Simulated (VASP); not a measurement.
Wanted: the native input for a VASP 6.6.1 run.

```yaml
Task: single point
Functional: PBEsol
Potentials_or_basis: VASP PAW PBE potentials, release 64 (W_sv)
Cutoff: 520 eV
k_mesh: 16 × 16 × 12
Occupations: gaussian, width 0.15 eV
Spin: no spin polarisation
Dipole_correction: no
Further_INCAR_settings: ALGO = Fast; EDIFF = 1e-07; NBANDS = 21
```

The structure of W lies in POSCAR:

```
W
1.0
    0.0000000000     -1.9991269216     -1.9991269216
    0.0000000000      1.9991269216     -1.9991269216
    3.9982538432      0.0000000000      0.0000000000
W
2
Direct
    0.5101044110      0.4898955890      0.4965985151
   -0.0101044110      0.0101044110      0.0034014849
```

This cell differs from its parent crystal: atoms displaced along a vibrational mode.

The input as run:

INCAR

```
SYSTEM = W
  PREC = Accurate
  ENCUT = 520
  EDIFF = 1E-7
  ISMEAR = 0
  SIGMA = 0.15
  LREAL = .FALSE.
  LASPH = .TRUE.
  NELM = 80
  ALGO = Fast
  ISIF = 2
  LWAVE = .FALSE.
  LCHARG = .TRUE.
  GGA = PS
  LELF = .TRUE.
  LVHAR = .TRUE.
  NBANDS = 21
```

KPOINTS

```
Automatic mesh
0
G
  16 16 12
  0 0 0
```

Potentials or basis: VASP PAW PBE potentials, release 64 (W_sv).

Launch:

```sh
$ cat potpaw_PBE.64/W_sv/POTCAR > POTCAR
$ mpirun -np 1 vasp_std > vasp.out
```

It gave:

| Item | Value |
| --- | --- |
| Pressure | 1.1 GPa |
| Largest force | 0.523 eV/Å |
| Band gap on the k mesh | zero (bands 14 and 15 overlap by 3.58 eV) |

Caveat: the cell differs from its parent crystal (atoms displaced along a vibrational mode); the PAW data sets were made with another functional, which shifts forces and pressure a little; spin-orbit coupling is left out, which moves the levels of the heavy elements.

Wall time 4.5 min on 1 thread of Intel(R) Xeon(R) Platinum 8488C (Sapphire Rapids) (shared host), peak memory 0.5 GiB.
